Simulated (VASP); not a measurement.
Crystal: Ba4Er.

```xyz
10
Lattice="0.0000 6.1288 6.1288 6.1288 0.0000 6.1288 6.1288 6.1288 0.0000" Properties=species:S:1:pos:R:3 pbc="T T T"
Ba    4.6104    4.6104    4.6104
Ba    7.6472    7.6472    4.6104
Ba    7.6472    4.6104    7.6472
Ba    7.6748    7.6748   10.7116
Ba   10.7116   10.7116   10.7116
Ba    4.6104    7.6472    7.6472
Ba    7.6748   10.7116    7.6748
Ba   10.7116    7.6748    7.6748
Er    0.0000    0.0000    0.0000
Er    3.0644    3.0644    3.0644
```

The cell was generated, and may not be a known phase.

| Item | Value |
| --- | --- |
| Program | VASP 6.6.1 |
| Task | relaxation of cell and atoms |
| Functional | PBE |
| Potentials or basis | VASP PAW PBE potentials, release 64 (Ba_sv, Er_3), 4f in core |
| Cutoff | 500 eV |
| k mesh | 3 × 3 × 3 |
| Occupations | gaussian, width 0.2 eV |
| Spin | no spin polarisation |

At the start: pressure 5.0 GPa; volume 46.04 Å³/atom.

**Question.** Where does the relaxation end?

**Answer.** Over 8 steps the energy falls by 379.9 meV/atom and the volume is 60.05 Å³/atom (+30.4 %); space group Fd-3m (No. 227, to 0.1 Å) before and after.

Step by step:
```csv
step,energy change (eV),largest force (eV/Å),pressure (GPa),volume (Å³)
1,0.0000,2.2559,4.96,460.42
2,-2.7552,0.9208,0.74,562.18
3,-3.1386,0.7243,0.18,603.75
4,-3.4087,0.4213,-0.50,692.93
5,-3.4080,0.4472,-0.45,684.21
6,-3.5507,0.3775,-0.35,666.20
7,-3.7901,0.1225,0.02,614.05
8,-3.7988,0.0408,0.15,600.53
```

Final structure:
```xyz
10
Lattice="0.0000 6.6963 6.6963 6.6963 0.0000 6.6963 6.6963 6.6963 0.0000" Properties=species:S:1:pos:R:3 pbc="T T T"
Ba    5.2525    5.2525    5.2525
Ba    8.1402    8.1402    5.2525
Ba    8.1402    5.2525    8.1402
Ba    8.6006    8.6006   11.4883
Ba   11.4883   11.4883   11.4883
Ba    5.2525    8.1402    8.1402
Ba    8.6006   11.4883    8.6006
Ba   11.4883    8.6006    8.6006
Er    6.6963    0.0000    6.6963
Er    3.3482    3.3482    3.3482
```

Caveat: the volume moved by over 15 % at a fixed basis, so the end points are rough; the relaxation stopped at a loose force limit of 0.08 eV/Å, so its end isn't a converged minimum.
